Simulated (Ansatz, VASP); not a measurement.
One calculation of K, two programs

INCAR

```
PREC = Accurate
ENCUT = 520
EDIFF = 1E-6
ISMEAR = 0
SIGMA = 0.15
LREAL = F
LASPH = T
NELM = 100
ALGO = Fast
ISIF = 2
LWAVE = F
LCHARG = T
GGA = PE
LELF = T
LVHAR = T
NBANDS = 10
```

KPOINTS

```
Automatic mesh
0
Gamma
  14 14 14
```

File POSCAR:

```
K
1.0
   -2.5525500000      2.5525500000      2.6180000000
    2.5525500000     -2.5525500000      2.6180000000
    2.5525500000      2.5525500000     -2.6180000000
K
1
Direct
    0.0000000000      0.0000000000      0.0000000000
```

Input for Ansatz:

```yaml
crystal:
  lattice:
    - [-2.55255, 2.55255, 2.618]
    - [2.55255, -2.55255, 2.618]
    - [2.55255, 2.55255, -2.618]
  atoms:
    - { symbol: K, position: [0.0, 0.0, 0.0] }
basis:
  ecutwfc: 420
kpoints:
  mp_grid: { grid: [14, 14, 14] }
hamiltonian:
  xc: pbe
scf:
  occupations: { method: gaussian, width: 0.15 }
output:
  forces: true
  stress: true
  eigenvalues: true
```

Change from the starting cell: strain -0.0250 x Voigt [1, 1, 0, 0, 0, 0], atoms carried along.

Alike in both runs: task single point; functional PBE; k mesh 14 × 14 × 14; occupations gaussian, width 0.15 eV; no spin polarisation.

|  | VASP | Ansatz |
| --- | --- | --- |
| version | VASP 6.6.1 | Ansatz 0.2.0 |
| potentials or method | VASP PAW PBE potentials, release 64 (K_sv), cutoff 520 eV | scalar-relativistic, plane waves, PAW |
| valence electrons in the cell | 9 | 9 |

```csv
,VASP,Ansatz,Ansatz less VASP
gap on the k mesh at the Fermi level (eV),none,none,-
pressure (GPa),0.3,0.3,0.00
```

A gap of «none» marks a metal or a gap that the smearing closes.
